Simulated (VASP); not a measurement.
Set up this calculation in VASP 6.6.1, as the native input.

| Property | Result |
| --- | --- |
| Task | single point |
| Functional | PBE |
| Potentials or basis | VASP PAW PBE potentials, release 64 (Si, C, H) |
| Cutoff | 520 eV |
| k mesh | 9 × 6 × 1 |
| Occupations | gaussian, width 0.05 eV |
| Spin | collinear spin |
| Starting moments | [0.0, 0.0, 0.0, 0.0, 0.0, 0.0, 0.0, 0.0, 1.0] μB |
| Dipole correction | yes |
| Further INCAR settings | ALGO = Normal; EDIFF = 1e-06; NBANDS = 30; NELMDL = -8 |

The structure of Si4HC4 lies in POSCAR:

```
Si4HC4
1.0
    3.0967389835      0.0000000000      0.0000000000
    0.0000000000      4.3794502696      0.0000000000
    0.0000000000      0.0000000000     20.1332068295
Si C H
4 4 1
Direct
    0.5000000000      0.5000000000      0.1986767450
    0.0000000000      0.0000000000      0.2755829977
    0.5000000000      0.4971400051      0.3554907352
    0.0000000000      0.9498903695      0.4168952500
    0.0000000000      0.2500000000      0.1986767450
    0.5000000000      0.7500000000      0.2755829977
    0.0000000000      0.2559423864      0.3541649037
    0.5000000000      0.7547379437      0.4288043580
    1.0000000000      1.0880712770      0.4866748029
```

These files were run (other wordings do the same):

INCAR

```
SYSTEM = Si4HC4
PREC = Accurate
ENCUT = 520
EDIFF = 1E-6
ISMEAR = 0
SIGMA = 0.05
LREAL = .False.
LASPH = .True.
NELM = 200
ALGO = Normal
ISIF = 2
LWAVE = .False.
LCHARG = .False.
ISPIN = 2
MAGMOM = 0 0 0 0 0 0 0 0 1
LORBIT = 11
LDIPOL = .True.
IDIPOL = 3
DIPOL = 0.5 0.5 0.332
GGA = PE
NBANDS = 30
GGA_COMPAT = .False.
NELMDL = -8
```

KPOINTS

```
Automatic mesh
0
Gamma
  9 6 1
  0 0 0
```

Potentials or basis: VASP PAW PBE potentials, release 64 (Si, C, H).

Launch:

```console
$ cat potpaw_PBE.64/Si/POTCAR potpaw_PBE.64/C/POTCAR potpaw_PBE.64/H/POTCAR > POTCAR
$ mpirun -np 1 vasp_std > vasp.out
```

Results of the run:

```
Largest force                                         : 4.060 eV/Å
Band gap on the k mesh                                : zero (filled and empty bands overlap)
Net moment                                            : 1.00 μB per cell
Site moments                                          : Si -0.07, +0.00, +0.01, -0.01; C +0.16, +0.04, +0.06, +0.29; H +0.06 μB
Valence electrons inside the program's atomic spheres : Si 1.61, 1.64, 1.67, 1.78; C 2.38, 2.49, 2.54 (each value once); H 0.56
```

It took 6.2 min on 1 thread of Intel(R) Xeon(R) 6975P-C (Granite Rapids) (shared host), peak memory 0.6 GiB.
